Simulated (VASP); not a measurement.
# Cr in VASP: single point with BLYP

Aim: the single point of Cr with BLYP.

Everything below comes from runs of VASP 6.6.1. Logs are shortened: lines on timing, memory, paths and dates and some standing lists are left out, and cuts for length are marked.

### Step 1. The cell of the first run

The typed cell holds 2 atoms: a = 2.843 Å, b = 2.843 Å, c = 4.328 Å, α = 97.15°, β = 97.15°, γ = 128.42°.

### Step 2. Single point, BLYP, collinear spin, antiferromagnetic start (volume scaled by 1.08)

INCAR reads:

```
SYSTEM = Cr
AGGAC    = 1.0          
AGGAX    = 1.0          
ALDAC    = 0.0          
ALDAX    = 1.0          
ALGO     = Normal         ! electronic algorithm
EDIFF    = 1E-7           ! SCF threshold, eV
ENCUT    = 520            ! plane-wave cutoff, eV
GGA      = B5             ! functional
ISIF     = 2              ! what is computed and relaxed
ISMEAR   = -1             ! smearing method
ISPIN    = 2              ! spin polarisation
LASPH    = .True.         ! aspherical terms in the spheres
LCHARG   = .False.        ! write CHGCAR
LMAXMIX  = 4              ! l up to which the mixer works
LORBIT   = 11             ! projections on sites
LREAL    = .False.        ! projectors in reciprocal space
LWAVE    = .False.        ! write WAVECAR
MAGMOM   = 1.5 -1.5       ! initial moments
NBANDS   = 23             ! bands
NELM     = 150            ! most SCF steps
PREC     = Accurate       ! precision mode
SIGMA    = 0.05           ! smearing width, eV
```

KPOINTS reads:

```
k-points
0
Gamma
  17 17 9
  0 0 0
```

POSCAR reads:

```
Cr
1.0
   -1.8101933908      1.8101018818      1.2369890997
    1.8101018818     -1.8101933908      1.2369890997
    2.9325119624      2.9325119624     -1.2371566987
Cr
2
Direct
    0.0000000484      0.9999999516      1.0000000000
    0.7499999516      0.2500000484      0.5000000000
```

Potentials or basis: VASP PAW PBE potentials, release 64 (Cr_pv).

Started as:

```console
$ cat potpaw_PBE.64/Cr_pv/POTCAR > POTCAR
$ mpirun -np 1 vasp_std > vasp.out
```

OUTCAR:

```text
SYSTEM = Cr
   EDIFF = 1E-7
   ENCUT = 520
   GGA = B5
   ISIF = 2
   ISMEAR = -1
   ISPIN = 2
   LASPH = .True.
   LORBIT = 11
   LREAL = .False.
   NELM = 150
   PREC = Accurate

 ion  position               nearest neighbor table
   1  0.000  1.000  0.000-   2 2.51   2 2.51   2 2.51   2 2.51   2 3.06   2 3.06   2 3.06   2 3.06

   2  0.750  0.250  0.500-   1 2.51   1 2.51   1 2.51   1 2.51   1 3.06   1 3.06   1 3.06   1 3.06

  Warning from LATTYP: Got some problem with cell dimensions!
  Tried to take original basis but could not verify dimensions!
  LATTYP: Found a base centered monoclinic cell.
 ALAT       =     2.4739782028
 B/A-ratio  =     2.0694889990
 C/A-ratio  =     1.7492373884
 COS(beta)  =    -0.2857499912

  Lattice vectors:

 A1 = (   1.8101933908,  -1.8101018818,  -1.2369890997)
 A2 = (  -1.8101018818,   1.8101933908,  -1.2369890997)
 A3 = (   2.9324204534,   2.9324204534,   1.2368215007)

Analysis of symmetry for initial positions (statically):
=====================================================================
 Subroutine PRICEL returns:
 Original cell was already a primitive cell.

 Routine SETGRP: Setting up the symmetry group for a
 base centered monoclinic supercell.

 Subroutine GETGRP returns: Found  4 space group operations
 (whereof  2 operations were pure point group operations)
 out of a pool of  4 trial point group operations.

The static configuration has the point symmetry C_2 .
 The point group associated with its full space group is C_2h.

Analysis of symmetry for dynamics (positions and initial velocities):
=====================================================================
 Subroutine PRICEL returns:
 Original cell was already a primitive cell.

 Routine SETGRP: Setting up the symmetry group for a
 base centered monoclinic supercell.

 Subroutine GETGRP returns: Found  4 space group operations
 (whereof  2 operations were pure point group operations)
 out of a pool of  4 trial point group operations.

The dynamic configuration has the point symmetry C_2 .
 The point group associated with its full space group is C_2h.

Analysis of structural, dynamic, and magnetic symmetry:
=====================================================================
 Subroutine PRICEL returns:
 Original cell was already a primitive cell.

 Routine SETGRP: Setting up the symmetry group for a
 base centered monoclinic supercell.

 Subroutine GETGRP returns: Found  4 space group operations
 (whereof  2 operations were pure point group operations)
 out of a pool of  4 trial point group operations.

The overall configuration has the point symmetry C_2 .
 The point group associated with its full space group is C_2h.

 Subroutine INISYM returns: Found  4 space group operations
 (whereof  2 operations are pure point group operations),
 and found     1 'primitive' translations

----------------------------------------------------------------------------------------

                                     Primitive cell

  volume of cell :      26.2647

  direct lattice vectors                    reciprocal lattice vectors
    -1.810193391  1.810101882  1.236989100    -0.052846256  0.223374307  0.404213588
     1.810101882 -1.810193391  1.236989100     0.223374307 -0.052846256  0.404213588
     2.932511962  2.932511962 -1.237156699     0.170504949  0.170504949  0.000012613

  length of vectors
     2.843134004  2.843134004  4.327794995     0.464841298  0.464841298  0.241130412

  position of ions in fractional coordinates (direct lattice)
     0.000000048  0.999999952  0.000000000
     0.749999952  0.250000048  0.500000000

  ion indices of the primitive-cell ions
   primitive index   ion index
                 1           1
                 2           2

----------------------------------------------------------------------------------------

 KPOINTS: k-points

Automatic generation of k-mesh.
 Grid dimensions read from file:
 generate k-points for:   17   17    9

 Generating k-lattice:

  Cartesian coordinates                     Fractional coordinates (reciprocal lattice)
    -0.003108603  0.013139665  0.023777270     0.058823529  0.000000000  0.000000000
     0.013139665 -0.003108603  0.023777270     0.000000000  0.058823529  0.000000000
     0.018944994  0.018944994  0.000001401     0.000000000  0.000000000  0.111111111

  Length of vectors
     0.027343606  0.027343606  0.026792268

  Shift w.r.t. Gamma in fractional coordinates (k-lattice)
     0.000000000  0.000000000  0.000000000

 Subroutine IBZKPT returns following result:
 ===========================================

 Found    693 irreducible k-points:

 Following reciprocal coordinates:
            Coordinates               Weight
  0.000000  0.000000  0.000000      1.000000
  0.058824 -0.000000  0.000000      4.000000
  0.117647  0.000000 -0.000000      4.000000
  0.176471  0.000000  0.000000      4.000000
  0.235294  0.000000 -0.000000      4.000000
  0.294118  0.000000  0.000000      4.000000
[... 16 lines left out ...]
 -0.176471  0.058824 -0.000000      4.000000
 -0.117647  0.058824  0.000000      4.000000
 [... further k-points ...]
   k-points           NKPTS =    693   k-points in BZ     NKDIM =    693   number of bands    NBANDS=     23
   number of dos      NEDOS =    301   number of ions     NIONS =      2
   total plane-waves  NPLWV =  18432
   dimension x,y,z NGX =    24 NGY =   24 NGZ =   32
   dimension x,y,z NGXF=    48 NGYF=   48 NGZF=   64
   ions per type =               2
   NGX,Y,Z   is equivalent  to a cutoff of  14.03, 14.03, 12.29 a.u.
   NGXF,Y,Z  is equivalent  to a cutoff of  28.07, 28.07, 24.58 a.u.
 SYSTEM =  Cr
   PREC   = accura    normal or accurate (medium, high low for compatibility)
   ISTART =      0    job   : 0-new  1-cont  2-samecut
   ICHARG =      2    charge: 1-file 2-atom 10-const
   ISPIN  =      2    spin polarized calculation?
   LNONCOLLINEAR =      F non collinear calculations
   LSORBIT =      F    spin-orbit coupling
   LASPH  =      T    aspherical Exc in radial PAW
   ENCUT  =  520.0 eV  38.22 Ry    6.18 a.u.   5.29  5.29  8.05*2*pi/ulx,y,z
   NELM   =    150;   NELMIN=  2; NELMDL= -5     # of ELM steps
   EDIFF  = 0.1E-06   stopping-criterion for ELM
   LREAL  =      F    real-space projection
   EDIFFG = 0.1E-05   stopping-criterion for IOM
   NSW    =      0    number of steps for IOM
   IBRION =     -1    ionic relax: 0-MD 1-quasi-New 2-CG
   NFREE  =      0    steps in history (QN), initial steepest desc. (CG)
   ISIF   =      2    stress and relaxation
   ISYM   =      2    0-nonsym 1-usesym 2-fastsym
   POTIM  = 0.5000    time-step for ionic-motion
   TEBEG  =    0.0;   TEEND  =   0.0 temperature during run
   PSTRESS=    0.0 pullay stress
   NELECT =      24.0000    total number of electrons
   NUPDOWN=      -1.0000    fix difference up-down
   EMIN   =  10.00;   EMAX   =-10.00  energy-range for DOS
[... 5 lines left out ...]
     AMIX     =   0.40;   BMIX     =  1.00
     AMIX_MAG =   1.60;   BMIX_MAG =  1.00
  volume/ion in A,a.u.               =      13.13        88.62
  Fermi-wavevector in a.u.,A,eV,Ry     =   1.588623  3.002063 34.337353  2.523724
  Thomas-Fermi vector in A             =   2.687598
   LORBIT       =     11    0 simple, 1 ext, 2 COOP (PROOUT), +10 PAW based schemes
   GGA     = B5    functional components
   LHFCALC =     F    Hartree Fock is set to
   AEXX    =    0.0000 exact exchange contribution
   IVDW    =     0    specifies the selected vdW correction
   LEPSILON=     F    determine dielectric tensor
   LRPA    =     F    only Hartree local field effects (RPA)
 spin polarized calculation
  energy-cutoff  :      520.00
  volume of cell :       26.26
 maximum number of plane-waves:       727
 NGX is ok and might be reduce to    24
   NGX = 11   NGY = 11   NGZ = 15

 number of electron      24.0000002 magnetization       0.0000000

 number of electron      24.0000002 magnetization      -0.0000000

 Free energy of the ion-electron system (eV)
  ---------------------------------------------------
  ext. energy  EPLUGINS =         0.00000000
  ---------------------------------------------------
  free energy    TOTEN  =       -16.22148805 eV

  energy without entropy =      -16.20561599  energy(sigma->0) =      -16.21355202

 E-fermi :   9.5761     XC(G=0): -12.3584

 val. band max:        9.5749065450   @ k =  -0.1176  -0.1765   0.2222
 cond. band min:       9.5776697155   @ k =   0.1765   0.0000   0.0000
 fundamental gap:      0.0027631705
 Fermi energy:         9.5760519338

 spin component 1

 k-point     1 :       0.0000    0.0000    0.0000
  band No.  band energies     occupation
      1     -33.5824      1.00000
      2     -33.2131      1.00000
      3     -33.0153      1.00000
      4     -32.9252      1.00000
      5     -32.9214      1.00000
      6     -32.8546      1.00000
[... 15 lines left out ...]
     22      24.7840      0.00000
     23      30.1278      0.00000
[... 575 lines left out ...]
      1     -33.5616      1.00000
      2     -33.2277      1.00000
      3     -33.0405      1.00000
      4     -32.9536      1.00000
      5     -32.9441      1.00000
      6     -32.8608      1.00000
[... 15 lines left out ...]
     22      23.8383      0.00000
     23      29.4869      0.00000

 [... further k-points ...]

 spin component 2

 k-point     1 :       0.0000    0.0000    0.0000
  band No.  band energies     occupation
      1     -33.5824      1.00000
      2     -33.2131      1.00000
      3     -33.0153      1.00000
      4     -32.9252      1.00000
      5     -32.9214      1.00000
      6     -32.8546      1.00000
[... 15 lines left out ...]
     22      24.7840      0.00000
     23      30.1278      0.00000
[... 575 lines left out ...]
      1     -33.5616      1.00000
      2     -33.2277      1.00000
      3     -33.0405      1.00000
      4     -32.9536      1.00000
      5     -32.9441      1.00000
      6     -32.8608      1.00000
[... 15 lines left out ...]
     22      23.8383      0.00000
     23      29.4869      0.00000

 [... further k-points ...]
[... 5 lines left out ...]
  --------------------------------------------------------------------------------------
  -------------------------------------------------------------------------------------
  Total       -2.3930825     -2.3930825     -2.3977705     -0.0957757      0.0006971      0.0006970
  in kB     -145.9806766   -145.9806766   -146.2666487     -5.8424245      0.0425245      0.0425195
  external PRESSURE =    -146.0760007 kB  Pullay stress =       0.0000000 kB

 VOLUME and BASIS-vectors are now :
 -----------------------------------------------------------------------------
  energy-cutoff  :      520.00
  volume of cell :       26.26
      direct lattice vectors                 reciprocal lattice vectors
    -1.810193391  1.810101882  1.236989100    -0.052846256  0.223374307  0.404213588
     1.810101882 -1.810193391  1.236989100     0.223374307 -0.052846256  0.404213588
     2.932511962  2.932511962 -1.237156699     0.170504949  0.170504949  0.000012613

 POSITION                                       TOTAL-FORCE (eV/Angst)
 -----------------------------------------------------------------------------------
      1.81010     -1.81019      1.23699         0.000498     -0.000498      0.000000
      0.56114      2.37128      0.61841        -0.000498      0.000498     -0.000000
 -----------------------------------------------------------------------------------
    total drift:                               -0.000000     -0.000000      0.000000

  FREE ENERGIE OF THE ION-ELECTRON SYSTEM (eV)
  ---------------------------------------------------
  free  energy   TOTEN  =       -16.2214880476 eV

  energy  without entropy=      -16.2056159941  energy(sigma->0) =      -16.21355202

 total charge

# of ion       s       p       d       tot
------------------------------------------
    1        0.374   6.315   4.180  10.870
    2        0.374   6.315   4.180  10.870
--------------------------------------------------
tot          0.748  12.631   8.360  21.739

 magnetization (x)

# of ion       s       p       d       tot
------------------------------------------
    1       -0.000  -0.000  -0.000  -0.000
    2        0.000   0.000   0.000   0.000
--------------------------------------------------
tot          0.000   0.000   0.000   0.000
```

It took 5.7 min on 1 thread of Intel Xeon 6975P-C (Granite Rapids), shared host; peak memory 0.61 GiB.

Results:

| Quantity | Value |
| --- | --- |
| Free energy | -16.2215 eV |
| Pressure | -14.6 GPa |
| Band gap on the k mesh | zero (filled and empty bands overlap) |
| Net moment | 0.00 μB per cell |
| Valence electrons inside the program's atomic spheres | Cr 10.87 |

Caveat: the starting moments collapsed, and a magnetic state may lie lower; the PAW data sets were made with another functional, which shifts forces and pressure a little.
